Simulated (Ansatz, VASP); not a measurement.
## One calculation of SiO2, two programs

```
Si O
1.0
     2.68697    0.00000    0.00000
    -1.34349    2.32699    0.00000
     0.00000    0.00000    9.17126
Si O
2 4
Direct
  0.33333 0.66667 0.10111
  0.66667 0.33333 0.60111
  0.00000 0.00000 0.20087
  0.66667 0.33333 0.00130
  0.00000 0.00000 0.70087
  0.33333 0.66667 0.50130
```

Alike in both runs: task single point; functional r2SCAN; k mesh 12 × 12 × 4; occupations gaussian, width 0.02 eV; no spin polarisation.

```csv
,VASP,Ansatz
version,VASP 6.6.1,Ansatz 0.2.0
potentials or method,"VASP PAW PBE potentials, release 64 (Si, O), cutoff 520 eV","scalar-relativistic, plane waves, PAW"
valence electrons in the cell,32,32
```

|  | VASP | Ansatz | Ansatz less VASP |
| --- | --- | --- | --- |
| gap on the k mesh at the Fermi level (eV) | 6.99 | 7.01 | +0.019 |
| least direct gap on the mesh (eV) | 7.24 | 7.25 | +0.010 |
| pressure (GPa) | -4.0 | -4.8 | -0.72 |
| traceless stress, the component that is largest in VASP (GPa) | -0.33 | 0.59 | +0.918 |
| rms of the force components (eV/Å) | 0.249 | 0.255 | +0.0063 |

VASP's potentials were made for PBE, not for r2SCAN. Atom by atom the forces differ by 0.006 eV/Å (rms over components).
